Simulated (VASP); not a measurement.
# HgSe (lda) (F-43m) in VASP: elastic constants with LDA

Aim: the elastic constants of HgSe (lda) with LDA.

All numbers are computed with VASP 6.6.1; they aren't measurements. Logs are shortened: lines on timing, memory, paths and dates and some standing lists are left out, and cuts for length are marked.

## 1. The cell of the first run

It takes space group F-43m (No. 216, cubic). The conventional cell has a = 6.064 Å, b = 6.064 Å, c = 6.064 Å, α = 90.00°, β = 90.00°, γ = 90.00°. Within 3.5 Å of Hg (site symmetry -43m) lie 4 Se at 2.63 Å. Within 3.5 Å of Se (site symmetry -43m) lie 4 Hg at 2.63 Å.

## 2. Elastic constants, LDA

File INCAR:

```
PREC     = Accurate       # precision mode
ENCUT    = 500            # plane-wave cutoff, eV
EDIFF    = 1E-8           # SCF threshold, eV
ISMEAR   = -1             # smearing method
SIGMA    = 0.15           # smearing width, eV
LREAL    = F              # projectors in reciprocal space
LASPH    = T              # aspherical terms in the spheres
NELM     = 120            # most SCF steps
ALGO     = Normal         # electronic algorithm
ISIF     = 3              # what is computed and relaxed
LWAVE    = F              # write WAVECAR
LCHARG   = F              # write CHGCAR
NBANDS   = 16             # bands
IBRION   = 6              # ionic algorithm
NFREE    = 2            
POTIM    = 0.015          # step
NSW      = 1              # ionic steps
GGA_COMPAT= F
```

File KPOINTS:

```
regular mesh
0
Gamma
  12 12 12
```

File POSCAR:

```
HgSe
1.0
    0.0000000000      3.0319806457      3.0319806457
    3.0319806457      0.0000000000      3.0319806457
    3.0319806457      3.0319806457      0.0000000000
Hg Se
1 1
Direct
    0.0000000000      0.0000000000      0.0000000000
    0.2500000000      0.2500000000      0.2500000000
```

Potentials or basis: VASP PAW LDA potentials, release 64 (Hg, Se).

On the command line:

```
$ cat potpaw_LDA.64/Hg/POTCAR potpaw_LDA.64/Se/POTCAR > POTCAR
$ mpirun -np 1 vasp_std > vasp.out
```

OUTCAR:

```text
PREC = Accurate
   ENCUT = 500
   EDIFF = 1E-8
   ISMEAR = -1
   LREAL = F
   LASPH = T
   NELM = 120
   ISIF = 3
   IBRION = 6
   NFREE = 2
   POTIM = 0.015
   NSW = 1

 ion  position               nearest neighbor table
   1  0.000  0.000  0.000-   2 2.63   2 2.63   2 2.63   2 2.63
   2  0.250  0.250  0.250-   1 2.63   1 2.63   1 2.63   1 2.63

  LATTYP: Found a face centered cubic cell.
 ALAT       =     6.0639612914

  Lattice vectors:

 A1 = (   0.0000000000,   3.0319806457,   3.0319806457)
 A2 = (   3.0319806457,   0.0000000000,   3.0319806457)
 A3 = (   3.0319806457,   3.0319806457,   0.0000000000)

Analysis of symmetry for initial positions (statically):
=====================================================================
 Subroutine PRICEL returns:
 Original cell was already a primitive cell.

 Routine SETGRP: Setting up the symmetry group for a
 face centered cubic supercell.

 Subroutine GETGRP returns: Found 24 space group operations
 (whereof 24 operations were pure point group operations)
 out of a pool of 48 trial point group operations.

The static configuration has the point symmetry T_d .

Analysis of symmetry for dynamics (positions and initial velocities):
=====================================================================
 Subroutine PRICEL returns:
 Original cell was already a primitive cell.

 Routine SETGRP: Setting up the symmetry group for a
 face centered cubic supercell.

 Subroutine GETGRP returns: Found 24 space group operations
 (whereof 24 operations were pure point group operations)
 out of a pool of 48 trial point group operations.

The dynamic configuration has the point symmetry T_d .

 Subroutine INISYM returns: Found 24 space group operations
 (whereof 24 operations are pure point group operations),
 and found     1 'primitive' translations

----------------------------------------------------------------------------------------

                                     Primitive cell

  volume of cell :      55.7454

  direct lattice vectors                    reciprocal lattice vectors
     0.000000000  3.031980646  3.031980646    -0.164908704  0.164908704  0.164908704
     3.031980646  0.000000000  3.031980646     0.164908704 -0.164908704  0.164908704
     3.031980646  3.031980646  0.000000000     0.164908704  0.164908704 -0.164908704

  length of vectors
     4.287868150  4.287868150  4.287868150     0.285630255  0.285630255  0.285630255

  position of ions in fractional coordinates (direct lattice)
     0.000000000  0.000000000  0.000000000
     0.250000000  0.250000000  0.250000000

  ion indices of the primitive-cell ions
   primitive index   ion index
                 1           1
                 2           2

----------------------------------------------------------------------------------------

 KPOINTS: regular mesh

Automatic generation of k-mesh.
 Grid dimensions read from file:
 generate k-points for:   12   12   12

 Generating k-lattice:

  Cartesian coordinates                     Fractional coordinates (reciprocal lattice)
    -0.013742392  0.013742392  0.013742392     0.083333333  0.000000000  0.000000000
     0.013742392 -0.013742392  0.013742392     0.000000000  0.083333333  0.000000000
     0.013742392  0.013742392 -0.013742392     0.000000000  0.000000000  0.083333333

  Length of vectors
     0.023802521  0.023802521  0.023802521

  Shift w.r.t. Gamma in fractional coordinates (k-lattice)
     0.000000000  0.000000000  0.000000000

 Subroutine IBZKPT returns following result:
 ===========================================

 Found     72 irreducible k-points:

 Following reciprocal coordinates:
[... 57 lines left out ...]
   EMIN   =  10.00;   EMAX   =-10.00  energy-range for DOS
   EFERMI =   0.00;   METHOD = LEGACY
   ISMEAR =    -1;   SIGMA  =   0.15  broadening in eV -4-tet -1-fermi 0-gaus
   EFERMI_NEDOS =   21; number of points for ismear=-14 and -15
   IALGO  =     38    algorithm
   IMIX   =      4    mixing-type and parameters
     AMIX     =   0.40;   BMIX     =  1.00
     AMIX_MAG =   1.60;   BMIX_MAG =  1.00
  volume/ion in A,a.u.               =      27.87       188.09
  Fermi-wavevector in a.u.,A,eV,Ry     =   1.123128  2.122404 17.162613  1.261416
  Thomas-Fermi vector in A             =   2.259792
   LORBIT       =      0    0 simple, 1 ext, 2 COOP (PROOUT), +10 PAW based schemes
   GGA     = CA    functional components
   LHFCALC =     F    Hartree Fock is set to
   AEXX    =    0.0000 exact exchange contribution
   IVDW    =     0    specifies the selected vdW correction
   LEPSILON=     F    determine dielectric tensor
   LRPA    =     F    only Hartree local field effects (RPA)
 finite differences with symmetry
 non-spin polarized calculation
  energy-cutoff  :      500.00
  volume of cell :       55.75
 maximum number of plane-waves:      1430
   NGX = 15   NGY = 15   NGZ = 15

--------------------------------------- Ionic step        1  -------------------------------------------

 number of electron      18.0000002 magnetization

 Free energy of the ion-electron system (eV)
  ---------------------------------------------------
  ext. energy  EPLUGINS =         0.00000000
  ---------------------------------------------------
  free energy    TOTEN  =        -5.49601748 eV

  energy without entropy =       -5.48877057  energy(sigma->0) =       -5.49239403

------------------------ aborting loop because EDIFF is reached ----------------------------------------

  FORCE on cell =-STRESS in cart. coord.  units (eV):
  Direction    XX          YY          ZZ          XY          YZ          ZX
  --------------------------------------------------------------------------------------
  -------------------------------------------------------------------------------------
  Total        0.1769451      0.1769451      0.1769451      0.0000000      0.0000000     -0.0000000
  in kB        5.0855717      5.0855717      5.0855717      0.0000000      0.0000000     -0.0000000
  external PRESSURE =       5.0855717 kB  Pullay stress =       0.0000000 kB
[... 89 lines left out ...]
  FREE ENERGIE OF THE ION-ELECTRON SYSTEM (eV)
  ---------------------------------------------------
  free  energy   TOTEN  =        -5.4905874974 eV

  energy  without entropy=       -5.4836414581  energy(sigma->0) =       -5.48711448

[... ionic steps 4 to 14 ...]

--------------------------------------- Ionic step       15  -------------------------------------------

 number of electron      18.0000001 magnetization

------------------------ aborting loop because EDIFF is reached ----------------------------------------
[... 67 lines left out ...]
--------------------------------------- Ionic step       17  -------------------------------------------

 number of electron      18.0000002 magnetization

 Free energy of the ion-electron system (eV)
  ---------------------------------------------------
  ext. energy  EPLUGINS =         0.00000000
  ---------------------------------------------------
  free energy    TOTEN  =        -5.49557587 eV

  energy without entropy =       -5.48833413  energy(sigma->0) =       -5.49195500

 E-fermi :   1.9636     XC(G=0):  -9.4809

 val. band max:        1.7097820045   @ k =   0.0000   0.0000   0.0000
 cond. band min:       2.0254339434   @ k =   0.0000   0.0833   0.0000
 fundamental gap:      0.3156519388
 Fermi energy:         1.9635541912

 k-point     1 :       0.0000    0.0000    0.0000
  band No.  band energies     occupation
      1     -11.8630      2.00000
      2      -5.5694      2.00000
      3      -5.5520      2.00000
      4      -5.5343      2.00000
      5      -4.7889      2.00000
      6      -4.7886      2.00000
[... 433 lines left out ...]
      3      -5.2977      2.00000
      4      -4.8179      2.00000
      5      -4.7614      2.00000
      6      -4.4844      2.00000
[... 8 lines left out ...]
     15      12.7118      0.00000
     16      12.8833      0.00000

 [... further k-points ...]

------------------------ aborting loop because EDIFF is reached ----------------------------------------

  FORCE on cell =-STRESS in cart. coord.  units (eV):
  Direction    XX          YY          ZZ          XY          YZ          ZX
  --------------------------------------------------------------------------------------
  -------------------------------------------------------------------------------------
  Total        0.1776530      0.1796948      0.1796948      0.0000000      0.0902488      0.0000000
  in kB        5.1059190      5.1646027      5.1646027      0.0000000      2.5938378      0.0000000
  external PRESSURE =       5.1450415 kB  Pullay stress =       0.0000000 kB
[... 17 lines left out ...]
  FREE ENERGIE OF THE ION-ELECTRON SYSTEM (eV)
  ---------------------------------------------------
  free  energy   TOTEN  =        -5.4955758680 eV

  energy  without entropy=       -5.4883341341  energy(sigma->0) =       -5.49195500

 INTERNAL STRAIN TENSORS FROM STRAINED CELLS
 ============================================

 INTERNAL STRAIN TENSOR FOR ION    1 for displacements in x,y,z  (eV/Angst):
          X           Y           Z          XY          YZ          ZX
  --------------------------------------------------------------------------------
  x     0.00000    -0.00000     0.00000    -0.00000     6.05016    -0.00000
  y     0.00000    -0.00000     0.00000    -0.00000     0.00000     6.05017
  z     0.00000     0.00000    -0.00000     6.05068    -0.00000    -0.00000

 INTERNAL STRAIN TENSORS FROM DISPLACED ATOMS
 ============================================

 INTERNAL STRAIN TENSOR FOR ION    1 for displacements in x,y,z  (eV/Angst):
          X           Y           Z          XY          YZ          ZX
  --------------------------------------------------------------------------------
  x     0.00000    -0.00000    -0.00000     0.00000     6.03814     0.00000
  y    -0.00000     0.00000    -0.00000     0.00000     0.00000     6.03814
  z    -0.00000    -0.00000     0.00000     6.03814     0.00000     0.00000

 INTERNAL STRAIN TENSOR FOR ION    2 for displacements in x,y,z  (eV/Angst):
          X           Y           Z          XY          YZ          ZX
  --------------------------------------------------------------------------------
  x     0.00000     0.00000     0.00000     0.00000    -6.02715     0.00000
  y     0.00000     0.00000     0.00000     0.00000     0.00000    -6.02715
  z     0.00000     0.00000     0.00000    -6.02715     0.00000     0.00000

 Eigenvectors and eigenvalues of the dynamical matrix
 ----------------------------------------------------

   1 f  =    4.117342 THz    25.870024 2PiTHz  137.339753 cm-1    17.027951 meV
             X         Y         Z           dx          dy          dz
      0.000000  0.000000  0.000000     0.531924   -0.000000   -0.000000
      1.515990  1.515990  1.515990    -0.846792    0.000000   -0.000000
[... 21 lines left out ...]
   6 f/i=    0.002236 THz     0.014048 2PiTHz    0.074580 cm-1     0.009247 meV
             X         Y         Z           dx          dy          dz
      0.000000  0.000000  0.000000     0.046197    0.397660   -0.746183
      1.515990  1.515990  1.515990     0.029019    0.249795   -0.468725

--------------------------------------------------------------------------------------------------------

 ELASTIC MODULI CONTR FROM IONIC RELAXATION (kBar)
 Direction    XX          YY          ZZ          XY          YZ          ZX
 --------------------------------------------------------------------------------
 XX          -0.0000     -0.0000     -0.0000      0.0000      0.0000      0.0000
 YY          -0.0000     -0.0000     -0.0000      0.0000      0.0000      0.0000
 ZZ          -0.0000     -0.0000     -0.0000      0.0000      0.0000      0.0000
 XY           0.0000      0.0000      0.0000   -266.0115      0.0000      0.0000
 YZ           0.0000      0.0000      0.0000      0.0000   -266.0115      0.0000
 ZX           0.0000      0.0000      0.0000      0.0000      0.0000   -266.0115
 --------------------------------------------------------------------------------

 TOTAL ELASTIC MODULI (kBar)
 Direction    XX          YY          ZZ          XY          YZ          ZX
 --------------------------------------------------------------------------------
 XX         692.9308    545.0052    545.0052      0.0000      0.0000      0.0000
 YY         545.0052    692.9308    545.0052      0.0000      0.0000      0.0000
 ZZ         545.0052    545.0052    692.9308      0.0000      0.0000      0.0000
 XY           0.0000      0.0000      0.0000    225.8593      0.0000      0.0000
 YZ           0.0000      0.0000      0.0000      0.0000    225.8593      0.0000
 ZX           0.0000      0.0000      0.0000      0.0000      0.0000    225.8593
 --------------------------------------------------------------------------------
```

It took 35 min on 1 thread of Intel Xeon 6975P-C (Granite Rapids), shared host; peak memory 0.7 GiB.

What came out:

| Item | Value |
| --- | --- |
| Elastic constants C11, C12, C44 | 69, 55, 23 GPa |
| Voigt bulk modulus | 59 GPa |
| Highest phonon frequency at Γ, LO-TO splitting left out | 137 cm⁻¹ |

Phonon frequencies in cm⁻¹ (negative: imaginary):
| q point | frequencies |
| --- | --- |
| (0.000, 0.000, 0.000) | 0 0 0 137 137 137 |

Elastic tensor in Voigt notation (GPa, in the Cartesian axes of the cell as first typed):
```
69 55 55  0  0  0
55 69 55  0  0  0
55 55 69  0  0  0
 0  0  0 23  0  0
 0  0  0  0 23  0
 0  0  0  0  0 23
```

Clamped-ion elastic tensor (GPa):
```
69 55 55  0  0  0
55 69 55  0  0  0
55 55 69  0  0  0
 0  0  0 49  0  0
 0  0  0  0 49  0
 0  0  0  0  0 49
```

Caveat: spin-orbit coupling is left out, which moves the levels of the heavy elements.
